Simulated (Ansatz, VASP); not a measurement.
# Cd: VASP beside Ansatz

The input POSCAR:

```
Cd
1.0
    2.9509006248      0.0000000000      0.0000000000
   -1.4754503124      2.5555549051      0.0000000000
    0.0000000000      0.0000000000      5.8838547497
Cd
2
Direct
    0.3333333333      0.6666666667      0.2500000000
    0.6666666667      0.3333333333      0.7500000000
```

File INCAR.step1:

```
SYSTEM = Cd
PREC = Accurate
ENCUT = 520
ISMEAR = -1
SIGMA = 0.1
LREAL = .False.
LASPH = .True.
NELM = 60
NBANDS = 19
GGA = PE
ALGO = Normal
EDIFF = 1E-4
LWAVE = .True.
LCHARG = .False.
```

Contents of INCAR.step2:

```
SYSTEM = Cd
PREC = Accurate
ENCUT = 520
EDIFF = 1E-7
ISMEAR = -1
SIGMA = 0.1
LREAL = .False.
LASPH = .True.
NELM = 60
ALGO = Normal
ISIF = 2
LWAVE = .False.
LCHARG = .True.
METAGGA = R2SCAN
LMIXTAU = .True.
LELF = .True.
LVHAR = .True.
NBANDS = 19
ISTART = 1
```

File KPOINTS:

```
Automatic mesh
0
Gamma
  18 18 8
  0 0 0
```

Input for Ansatz:

```yaml
crystal:
  lattice:
    - [2.9509006248, 0.0, 0.0]
    - [-1.4754503124, 2.5555549051, 0.0]
    - [0.0, 0.0, 5.8838547497]
  atoms:
    - { symbol: Cd, position: [0.3333333333, 0.6666666667, 0.25] }
    - { symbol: Cd, position: [0.6666666667, 0.3333333333, 0.75] }
hamiltonian:
  xc: r2scan
  pseudopotentials:
    kind: paw
    azcp:
      Cd: "pseudopotentials/Cd.paw.azcp"
basis:
  ecutwfc: 500
  fft_grid_basis: typed
kpoints:
  mp_grid: { grid: [18, 18, 8], shift: [0, 0, 0] }
magnetization:
  spin_polarized: false
scf:
  occupations: { method: fermi_dirac, width: 0.1 }
  lower_state_search: "off"
output:
  stress: true
```

Alike in both runs: task single point; functional r2SCAN; k mesh 18 × 18 × 8; occupations fermi-dirac, width 0.1 eV; no spin polarisation.

```csv
,VASP,Ansatz
version,VASP 6.6.1,Ansatz 0.2.0
potentials or method,"VASP PAW PBE potentials, release 64 (Cd), cutoff 520 eV","plane waves (500 eV) with PAW, scalar-relativistic"
valence electrons in the cell,24,40
```

VASP gave:

```
pressure (GPa)                                                : 0.4
traceless stress, the component that is largest in VASP (GPa) : -0.73
```

Question: What did Ansatz give for the same quantities?

Answer: Pressure (GPa): 0.1; traceless stress, the component that is largest in VASP (GPa): -0.55.

VASP's potentials were made for PBE, not for r2SCAN. The functional is the same, so the differences come from potentials, cutoffs and numerics. VASP's potentials hold 24 valence electrons a cell and Ansatz's 40, so a difference there can come from the potentials and not from the codes.
